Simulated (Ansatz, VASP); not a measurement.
## CsH3: VASP beside Ansatz

```
Cs H
1.0
    -2.10370    2.10370    4.20676
     2.10370   -2.10370    4.20676
     2.10370    2.10370   -4.20676
Cs H
1 3
Direct
  0.50000 0.50000 0.00000
  0.87612 0.87612 0.00000
  0.12388 0.12388 0.00000
  0.00000 0.00000 0.00000
```

Alike in both runs: task relaxation of cell and atoms; functional PBE; k mesh 10 × 10 × 10; occupations gaussian, width 0.02 eV; no spin polarisation.

|  | VASP | Ansatz |
| --- | --- | --- |
| version | VASP 6.6.1 | Ansatz 0.2.0 |
| potentials or method | VASP PAW PBE potentials, release 64 (Cs_sv, H), cutoff 600 eV | scalar-relativistic, plane waves, PAW |
| valence electrons in the cell | 12 | 12 |

Ansatz gave:

- gap on the k mesh at the Fermi level, each at its own relaxed structure (eV): 2.33
- relaxed volume (Å³/atom): 18.44
- relaxed cell length with the largest relative difference (Å): 5.115

Question: Estimate VASP's values.

Answer: gap on the k mesh at the Fermi level, each at its own relaxed structure (eV): 2.31; relaxed volume (Å³/atom): 18.51; relaxed cell length with the largest relative difference (Å): 5.118.

Spin-orbit coupling is off throughout.
